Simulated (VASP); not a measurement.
A run of VASP 6.6.1:

File INCAR:

```
SYSTEM = AgSnP
PREC = Accurate
ENCUT = 520
EDIFF = 1E-6
ISMEAR = 0
SIGMA = 0.1
LREAL = .False.
LASPH = .True.
NELM = 80
ALGO = Normal
ISIF = 2
LWAVE = .False.
LCHARG = .False.
GGA = PE
NBANDS = 22
```

KPOINTS

```
Automatic mesh
0
Gamma
  6 6 6
  0 0 0
```

The input POSCAR:

```
AgSnP
1.0
    4.7280694800      0.0000000000      0.0000000000
   -2.3640347400      4.0946282800      0.0000000000
    0.0000000000      0.0000000000      3.3938028700
Ag Sn P
1 1 1
Direct
    0.3333333300      0.6666666700      0.0000000000
    0.0000000000      0.0000000000      0.5000000000
    0.6666666700      0.3333333300      0.0000000000
```

Potentials or basis: VASP PAW PBE potentials, release 64 (Ag, Sn_d, P).

The run is started by

```bash
$ cat potpaw_PBE.64/Ag/POTCAR potpaw_PBE.64/Sn_d/POTCAR potpaw_PBE.64/P/POTCAR > POTCAR
$ mpirun -np 1 vasp_std > vasp.out
```

Hardware: 1 thread of Intel(R) Xeon(R) Platinum 8488C (Sapphire Rapids) (shared host).

Task: How long does it take, and how much memory?

Result: Wall time 20 s on 1 thread of Intel(R) Xeon(R) Platinum 8488C (Sapphire Rapids), with other jobs on the host, peak memory 0.2 GiB. Counts: scf iterations 13, k points 28.
